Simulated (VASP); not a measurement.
# CdSe (rocksalt type) (Fm-3m) in VASP: a series of runs

CdSe (rocksalt type) is run at these levels: PBE; tasks: single point, relaxation of cell and atoms.

All numbers are computed with VASP 6.6.1; they aren't measurements. Logs are shortened: lines on timing, memory, paths and dates and some standing lists are left out, and cuts for length are marked.

**1. The cell of the first run**

Symmetry: Fm-3m, No. 225, cubic system. Conventional cell: a = 5.739 Å, b = 5.739 Å, c = 5.739 Å, α = 90.00°, β = 90.00°, γ = 90.00°. Within 3.8 Å of Cd (site symmetry m-3m) lie 6 Se at 2.87 Å. Se (site symmetry m-3m) has 6 Cd at 2.87 Å within 3.8 Å.

**2. Single point, PBE (23.62 Å³/atom)**

INCAR

```
  PREC = Accurate
  ENCUT = 520
  EDIFF = 1E-6
  ISMEAR = -1
  SIGMA = 0.08
  LREAL = F
  LASPH = T
  NELM = 80
  ALGO = Normal
  ISIF = 2
  LWAVE = F
  LCHARG = F
  GGA = PE
  NBANDS = 16
```

KPOINTS

```
Automatic mesh
0
Gamma
  12 12 12
```

POSCAR

```
CdSe
1.0
    0.0000000000      2.8692971209      2.8692971209
    2.8692971209      0.0000000000      2.8692971209
    2.8692971209      2.8692971209      0.0000000000
Cd Se
1 1
Direct
    0.0000000000      0.0000000000      0.0000000000
    0.5000000000      0.5000000000      0.5000000000
```

Potentials or basis: VASP PAW PBE potentials, release 64 (Cd, Se).

The run is started by

```bash
$ cat potpaw_PBE.64/Cd/POTCAR potpaw_PBE.64/Se/POTCAR > POTCAR
$ mpirun -np 1 vasp_std > vasp.out
```

OUTCAR:

```text
PREC = Accurate
   ENCUT = 520
   EDIFF = 1E-6
   ISMEAR = -1
   LREAL = F
   LASPH = T
   NELM = 80
   ISIF = 2
   GGA = PE

 ion  position               nearest neighbor table
   1  0.000  0.000  0.000-   2 2.87   2 2.87   2 2.87   2 2.87   2 2.87   2 2.87
   2  0.500  0.500  0.500-   1 2.87   1 2.87   1 2.87   1 2.87   1 2.87   1 2.87

  LATTYP: Found a face centered cubic cell.
 ALAT       =     5.7385942418

  Lattice vectors:

 A1 = (   0.0000000000,   2.8692971209,   2.8692971209)
 A2 = (   2.8692971209,   0.0000000000,   2.8692971209)
 A3 = (   2.8692971209,   2.8692971209,   0.0000000000)

Analysis of symmetry for initial positions (statically):
=====================================================================
 Subroutine PRICEL returns:
 Original cell was already a primitive cell.

 Routine SETGRP: Setting up the symmetry group for a
 face centered cubic supercell.

 Subroutine GETGRP returns: Found 48 space group operations
 (whereof 48 operations were pure point group operations)
 out of a pool of 48 trial point group operations.

The static configuration has the point symmetry O_h .

Analysis of symmetry for dynamics (positions and initial velocities):
=====================================================================
 Subroutine PRICEL returns:
 Original cell was already a primitive cell.

 Routine SETGRP: Setting up the symmetry group for a
 face centered cubic supercell.

 Subroutine GETGRP returns: Found 48 space group operations
 (whereof 48 operations were pure point group operations)
 out of a pool of 48 trial point group operations.

The dynamic configuration has the point symmetry O_h .

 Subroutine INISYM returns: Found 48 space group operations
 (whereof 48 operations are pure point group operations),
 and found     1 'primitive' translations

----------------------------------------------------------------------------------------

                                     Primitive cell

  volume of cell :      47.2451

  direct lattice vectors                    reciprocal lattice vectors
     0.000000000  2.869297121  2.869297121    -0.174258705  0.174258705  0.174258705
     2.869297121  0.000000000  2.869297121     0.174258705 -0.174258705  0.174258705
     2.869297121  2.869297121  0.000000000     0.174258705  0.174258705 -0.174258705

  length of vectors
     4.057798903  4.057798903  4.057798903     0.301824930  0.301824930  0.301824930

  position of ions in fractional coordinates (direct lattice)
     0.000000000  0.000000000  0.000000000
     0.500000000  0.500000000  0.500000000

  ion indices of the primitive-cell ions
   primitive index   ion index
                 1           1
                 2           2

----------------------------------------------------------------------------------------

 KPOINTS: Automatic mesh

Automatic generation of k-mesh.
 Grid dimensions read from file:
 generate k-points for:   12   12   12

 Generating k-lattice:

  Cartesian coordinates                     Fractional coordinates (reciprocal lattice)
    -0.014521559  0.014521559  0.014521559     0.083333333  0.000000000  0.000000000
     0.014521559 -0.014521559  0.014521559     0.000000000  0.083333333  0.000000000
     0.014521559  0.014521559 -0.014521559     0.000000000  0.000000000  0.083333333

  Length of vectors
     0.025152078  0.025152078  0.025152078

  Shift w.r.t. Gamma in fractional coordinates (k-lattice)
     0.000000000  0.000000000  0.000000000

 Subroutine IBZKPT returns following result:
 ===========================================

 Found     72 irreducible k-points:

 Following reciprocal coordinates:
            Coordinates               Weight
  0.000000  0.000000  0.000000      1.000000
  0.083333  0.000000  0.000000      8.000000
  0.166667  0.000000  0.000000      8.000000
  0.250000  0.000000  0.000000      8.000000
  0.333333  0.000000  0.000000      8.000000
  0.416667  0.000000  0.000000      8.000000
[... 16 lines left out ...]
  0.500000  0.166667  0.000000     24.000000
 -0.416667  0.166667  0.000000     24.000000
 [... further k-points ...]
   k-points           NKPTS =     72   k-points in BZ     NKDIM =     72   number of bands    NBANDS=     16
   number of dos      NEDOS =    301   number of ions     NIONS =      2
   total plane-waves  NPLWV =  27000
   dimension x,y,z NGX =    30 NGY =   30 NGZ =   30
   dimension x,y,z NGXF=    60 NGYF=   60 NGZF=   60
   ions per type =               1   1
   NGX,Y,Z   is equivalent  to a cutoff of  12.29, 12.29, 12.29 a.u.
   NGXF,Y,Z  is equivalent  to a cutoff of  24.58, 24.58, 24.58 a.u.
 SYSTEM =  unknown system
   PREC   = accura    normal or accurate (medium, high low for compatibility)
   ISTART =      0    job   : 0-new  1-cont  2-samecut
   ICHARG =      2    charge: 1-file 2-atom 10-const
   ISPIN  =      1    spin polarized calculation?
   LNONCOLLINEAR =      F non collinear calculations
   LSORBIT =      F    spin-orbit coupling
   LASPH  =      T    aspherical Exc in radial PAW
   ENCUT  =  520.0 eV  38.22 Ry    6.18 a.u.   7.54  7.54  7.54*2*pi/ulx,y,z
   NELM   =     80;   NELMIN=  2; NELMDL= -5     # of ELM steps
   EDIFF  = 0.1E-05   stopping-criterion for ELM
   LREAL  =      F    real-space projection
   EDIFFG = 0.1E-04   stopping-criterion for IOM
   NSW    =      0    number of steps for IOM
   IBRION =     -1    ionic relax: 0-MD 1-quasi-New 2-CG
   NFREE  =      0    steps in history (QN), initial steepest desc. (CG)
   ISIF   =      2    stress and relaxation
   ISYM   =      2    0-nonsym 1-usesym 2-fastsym
   POTIM  = 0.5000    time-step for ionic-motion
   TEBEG  =    0.0;   TEEND  =   0.0 temperature during run
   PSTRESS=    0.0 pullay stress
   NELECT =      18.0000    total number of electrons
   NUPDOWN=      -1.0000    fix difference up-down
   EMIN   =  10.00;   EMAX   =-10.00  energy-range for DOS
   EFERMI =   0.00;   METHOD = LEGACY
   ISMEAR =    -1;   SIGMA  =   0.08  broadening in eV -4-tet -1-fermi 0-gaus
   EFERMI_NEDOS =   21; number of points for ismear=-14 and -15
   IALGO  =     38    algorithm
   IMIX   =      4    mixing-type and parameters
     AMIX     =   0.40;   BMIX     =  1.00
     AMIX_MAG =   1.60;   BMIX_MAG =  1.00
  volume/ion in A,a.u.               =      23.62       159.41
  Fermi-wavevector in a.u.,A,eV,Ry     =   1.186807  2.242740 19.163958  1.408511
  Thomas-Fermi vector in A             =   2.322972
   LORBIT       =      0    0 simple, 1 ext, 2 COOP (PROOUT), +10 PAW based schemes
   GGA     = PE    functional components
   LHFCALC =     F    Hartree Fock is set to
   AEXX    =    0.0000 exact exchange contribution
   IVDW    =     0    specifies the selected vdW correction
   LEPSILON=     F    determine dielectric tensor
   LRPA    =     F    only Hartree local field effects (RPA)
 non-spin polarized calculation
  energy-cutoff  :      520.00
  volume of cell :       47.25
 maximum number of plane-waves:      1303
   NGX = 15   NGY = 15   NGZ = 15

 number of electron      18.0000007 magnetization

 Free energy of the ion-electron system (eV)
  ---------------------------------------------------
  ext. energy  EPLUGINS =         0.00000000
  ---------------------------------------------------
  free energy    TOTEN  =        -5.20842179 eV

  energy without entropy =       -5.19939688  energy(sigma->0) =       -5.20390934

 E-fermi :   2.3862     XC(G=0): -10.0238

 val. band max:        2.3460149824   @ k =   0.5000   0.4167   0.0000
 cond. band min:       2.4035233257   @ k =   0.0000   0.0000   0.0000
 fundamental gap:      0.0575083433
 Fermi energy:         2.3861502685

 k-point     1 :       0.0000    0.0000    0.0000
  band No.  band energies     occupation
      1     -10.6165      2.00000
      2      -5.6128      2.00000
      3      -5.6128      2.00000
      4      -5.5962      2.00000
      5      -5.5962      2.00000
      6      -5.5962      2.00000
[... 8 lines left out ...]
     15      12.0961      0.00000
     16      12.0961      0.00000

 k-point     2 :       0.0833    0.0000    0.0000
  band No.  band energies     occupation
      1     -10.5662      2.00000
      2      -5.6269      2.00000
      3      -5.6269      2.00000
      4      -5.6002      2.00000
      5      -5.5884      2.00000
      6      -5.5884      2.00000
[... 8 lines left out ...]
     15      11.7070      0.00000
     16      12.0393      0.00000

 k-point     3 :       0.1667    0.0000    0.0000
  band No.  band energies     occupation
      1     -10.4227      2.00000
      2      -5.6682      2.00000
      3      -5.6682      2.00000
      4      -5.6133      2.00000
      5      -5.5636      2.00000
      6      -5.5636      2.00000
[... 8 lines left out ...]
     15      11.8792      0.00000
     16      11.8792      0.00000

 k-point     4 :       0.2500    0.0000    0.0000
  band No.  band energies     occupation
      1     -10.2099      2.00000
      2      -5.7242      2.00000
      3      -5.7242      2.00000
      4      -5.6390      2.00000
      5      -5.5289      2.00000
      6      -5.5289      2.00000
[... 8 lines left out ...]
     15      12.5201      0.00000
     16      12.5201      0.00000

 k-point     5 :       0.3333    0.0000    0.0000
  band No.  band energies     occupation
      1      -9.9727      2.00000
      2      -5.7790      2.00000
      3      -5.7790      2.00000
      4      -5.6791      2.00000
      5      -5.4936      2.00000
      6      -5.4936      2.00000
[... 8 lines left out ...]
     15      13.4259      0.00000
     16      13.4259      0.00000

 k-point     6 :       0.4167    0.0000    0.0000
  band No.  band energies     occupation
      1      -9.7786      2.00000
      2      -5.8185      2.00000
      3      -5.8185      2.00000
      4      -5.7235      2.00000
      5      -5.4676      2.00000
      6      -5.4676      2.00000
[... 8 lines left out ...]
     15      14.4847      0.00000
     16      14.4847      0.00000
[... 267 lines left out ...]
 k-point    21 :       0.3333    0.1667    0.0000
  band No.  band energies     occupation
      1     -10.0519      2.00000
      2      -5.7308      2.00000
      3      -5.6594      2.00000
      4      -5.6454      2.00000
      5      -5.5109      2.00000
      6      -5.4848      2.00000
[... 8 lines left out ...]
     15      14.2713      0.00000
     16      14.5635      0.00000

 k-point    22 :       0.4167    0.1667    0.0000
  band No.  band energies     occupation
      1      -9.8686      2.00000
      2      -5.7135      2.00000
      3      -5.7127      2.00000
      4      -5.6625      2.00000
      5      -5.4789      2.00000
      6      -5.4576      2.00000
[... 8 lines left out ...]
     15      14.8282      0.00000
     16      15.3748      0.00000

 k-point    23 :       0.5000    0.1667    0.0000
  band No.  band energies     occupation
      1      -9.7404      2.00000
      2      -5.7621      2.00000
      3      -5.6928      2.00000
      4      -5.6786      2.00000
      5      -5.4493      2.00000
      6      -5.4490      2.00000
[... 8 lines left out ...]
     15      15.3227      0.00000
     16      15.4086      0.00000

 k-point    24 :      -0.4167    0.1667    0.0000
  band No.  band energies     occupation
      1      -9.7139      2.00000
      2      -5.7940      2.00000
      3      -5.7216      2.00000
      4      -5.6515      2.00000
      5      -5.4595      2.00000
      6      -5.4318      2.00000
[... 8 lines left out ...]
     15      14.2605      0.00000
     16      14.6248      0.00000

 [... further k-points ...]
[... 5 lines left out ...]
  --------------------------------------------------------------------------------------
  -------------------------------------------------------------------------------------
  Total        0.0868727      0.0868727      0.0868727      0.0000000      0.0000000     -0.0000000
  in kB        2.9460314      2.9460314      2.9460314      0.0000000      0.0000000     -0.0000000
  external PRESSURE =       2.9460314 kB  Pullay stress =       0.0000000 kB

 VOLUME and BASIS-vectors are now :
 -----------------------------------------------------------------------------
  energy-cutoff  :      520.00
  volume of cell :       47.25
      direct lattice vectors                 reciprocal lattice vectors
     0.000000000  2.869297121  2.869297121    -0.174258705  0.174258705  0.174258705
     2.869297121  0.000000000  2.869297121     0.174258705 -0.174258705  0.174258705
     2.869297121  2.869297121  0.000000000     0.174258705  0.174258705 -0.174258705

 POSITION                                       TOTAL-FORCE (eV/Angst)
 -----------------------------------------------------------------------------------
      0.00000      0.00000      0.00000        -0.000000      0.000000      0.000000
      2.86930      2.86930      2.86930         0.000000     -0.000000     -0.000000
 -----------------------------------------------------------------------------------
    total drift:                               -0.000000      0.000000      0.000000

  FREE ENERGIE OF THE ION-ELECTRON SYSTEM (eV)
  ---------------------------------------------------
  free  energy   TOTEN  =        -5.2084217938 eV

  energy  without entropy=       -5.1993968804  energy(sigma->0) =       -5.20390934
```

Run time: 22 s. Hardware: 1 thread of Intel Xeon Platinum 8559C (Emerald Rapids), shared host; peak memory 0.2 GiB.

Results:

| Quantity | Value |
| --- | --- |
| Free energy | -5.2084 eV |
| Pressure | 0.3 GPa |
| Band gap on the k mesh | zero (bands 9 and 10 overlap by 0.43 eV) |

Caveat: semilocal functionals underestimate gaps, so a narrow gap can read as zero.

**3. Single point, PBE**

INCAR

```
SYSTEM = CdSe
PREC = Accurate
ENCUT = 520
EDIFF = 1E-7
ISMEAR = -1
SIGMA = 0.08
LREAL = .False.
LASPH = .True.
NELM = 60
ALGO = Normal
ISIF = 2
LWAVE = .False.
LCHARG = .True.
GGA = PE
LELF = .True.
LVHAR = .True.
NBANDS = 16
```

KPOINTS

```
regular mesh
0
Gamma
  12 12 12
  0 0 0
```

POSCAR is that of step 2.

Potentials or basis: VASP PAW PBE potentials, release 64 (Cd, Se).

The run is started by

```bash
$ cat potpaw_PBE.64/Cd/POTCAR potpaw_PBE.64/Se/POTCAR > POTCAR
$ mpirun -np 1 vasp_std > vasp.out
```

Run time: 27 s. Hardware: 1 thread of Intel Xeon Platinum 8559C (Emerald Rapids), shared host; peak memory 0.2 GiB.

It converged, with:

```
Free energy            : -5.2084 eV
Pressure               : 0.3 GPa
Band gap on the k mesh : zero (bands 9 and 10 overlap by 0.43 eV)
```

Levels at points of the mesh, in eV from the Fermi level:
```tsv
k point	band 6	band 7	band 8	band 9	band 10	band 11	band 12	band 13
(0.00, 0.00, 0.00)	-7.98	-0.70	-0.70	-0.70	0.02	8.57	8.57	8.57
(0.50, 0.00, 0.00)	-7.84	-5.03	-0.14	-0.14	2.94	5.19	5.19	5.87
(0.50, 0.50, 0.00)	-7.31	-4.18	-2.15	-2.15	-0.53	5.39	9.66	10.25
```

Caveat: semilocal functionals underestimate gaps, so a narrow gap can read as zero.

**4. Single point, PBE**

INCAR

```
SYSTEM = CdSe
ALGO = Normal
EDIFF = 1E-6
ENCUT = 520
GGA = PE
ISIF = 2
ISMEAR = -1
LASPH = .True.
LCHARG = .True.
LELF = .True.
LREAL = .False.
LVHAR = .True.
LWAVE = .False.
NBANDS = 16
NELM = 80
PREC = Accurate
SIGMA = 0.08
```

KPOINTS

```
k-points
0
Gamma
  13 13 13
  0 0 0
```

POSCAR is that of step 3.

The run is started by

```bash
$ cat potpaw_PBE.64/Cd/POTCAR potpaw_PBE.64/Se/POTCAR > POTCAR
$ mpirun -np 1 vasp_std > vasp.out
```

It took 25 s on 1 thread of Intel Xeon Platinum 8559C (Emerald Rapids), shared host; peak memory 0.21 GiB.

It converged, with:

```yaml
Free_energy: -5.2081 eV
Pressure: 0.3 GPa
Band_gap_on_the_k_mesh: zero (bands 9 and 10 overlap by 0.36 eV)
```

Levels at points of the mesh, in eV from the Fermi level:
```csv
k point,band 7,band 8,band 9,band 10,band 11,band 12
"(0.00, 0.00, 0.00)",-0.71,-0.71,-0.71,0.00,8.56,8.56
```

Caveat: semilocal functionals underestimate gaps, so a narrow gap can read as zero.

**5. Relaxation of cell and atoms, PBE**

This run uses another cell than the first one, of 19.45 Å³/atom.

INCAR

```
SYSTEM = CdSe
PREC = Accurate
ENCUT = 600
EDIFF = 1E-6
ISMEAR = -1
SIGMA = 0.08
LREAL = .FALSE.
LASPH = .TRUE.
NELM = 80
ALGO = Normal
ISIF = 3
LWAVE = .FALSE.
LCHARG = .FALSE.
GGA = PE
IBRION = 2
NSW = 60
EDIFFG = -0.005
```

KPOINTS

```
Automatic mesh
0
G
  13 13 13
  0 0 0
```

POSCAR

```
CdSe
1.0
    0.0000000000      2.6892810254      2.6892810254
    2.6892810254      0.0000000000      2.6892810254
    2.6892810254      2.6892810254      0.0000000000
Cd Se
1 1
Direct
    0.0000000000      0.0000000000      0.0000000000
    0.5000000000      0.5000000000      0.5000000000
```

The run is started by

```bash
$ cat potpaw_PBE.64/Cd/POTCAR potpaw_PBE.64/Se/POTCAR > POTCAR
$ mpirun -np 1 vasp_std > vasp.out
```

Wall time 81 s (1 thread of Intel Xeon Platinum 8559C (Emerald Rapids), shared host); peak memory 0.21 GiB.

It converged, with:

- Free energy: -5.2061 eV
- Relaxed volume: 23.74 Å³/atom
- Relaxed cell: a = 4.065 Å, b = 4.065 Å, c = 4.065 Å, α = 60.00°, β = 60.00°, γ = 60.00°
- Space group after relaxing (to 0.1 Å): Fm-3m (No. 225)
- Energy gained by relaxing: 212.6 meV/atom
- Ionic steps: 6
- Pressure after relaxing: 0.0 GPa
- Band gap on the k mesh: zero (bands 9 and 10 overlap by 0.36 eV)

Step by step:
```
step  energy change (eV)  largest force (eV/Å)  pressure (GPa)  volume (Å³)
   1              0.0000                0.0000           19.29        38.90
   2             -0.3076                0.0000           -5.38        53.63
   3             -0.4252                0.0000            0.08        47.42
   4             -0.4251                0.0000           -0.15        47.60
   5             -0.4252                0.0000            0.04        47.46
   6             -0.4252                0.0000            0.00        47.48
```

Final structure:
```
CELL_PARAMETERS angstrom
0.00000 2.87405 2.87405
2.87405 0.00000 2.87405
2.87405 2.87405 0.00000
ATOMIC_POSITIONS crystal
Cd 0.00000 0.00000 0.00000
Se 0.50000 0.50000 0.50000
```

Levels at points of the mesh, in eV from the Fermi level:
```
           k point  band 6  band 7  band 8  band 9  band 10  band 11  band 12  band 13
(0.00, 0.00, 0.00)   -7.99   -0.70   -0.70   -0.70    -0.02     8.55     8.55     8.55
```

Caveat: the volume moved by over 15 % at a fixed basis, so the end points are rough; semilocal functionals underestimate gaps, so a narrow gap can read as zero.

**6. The runs side by side**

| task | cell | k mesh | cutoff (eV) | gap on the mesh (eV) | pressure (GPa) |
| --- | --- | --- | --- | --- | --- |
| single point | a = 4.058 Å, angles 60.0°, 2 atoms | 12 × 12 × 12 | 520 | none | 0.3 |
| single point | a = 4.058 Å, angles 60.0°, 2 atoms | 13 × 13 × 13 | 520 | none | 0.3 |
| relaxation of cell and atoms | relaxed from a = 3.803 Å, angles 60.0°, 2 atoms | 13 × 13 × 13 | 600 | none | 0.0 |

Alike in all rows: level PBE; potentials or basis VASP PAW PBE potentials, release 64 (Cd, Se); no spin polarisation; smearing fermi-dirac 0.08 eV.

Caveats: semilocal functionals underestimate gaps, so a narrow gap can read as zero; the volume moved by over 15 % at a fixed basis, so the end points are rough (at least some runs).

Total energies depend on the potentials used, so only differences within one code and one set of settings carry meaning.
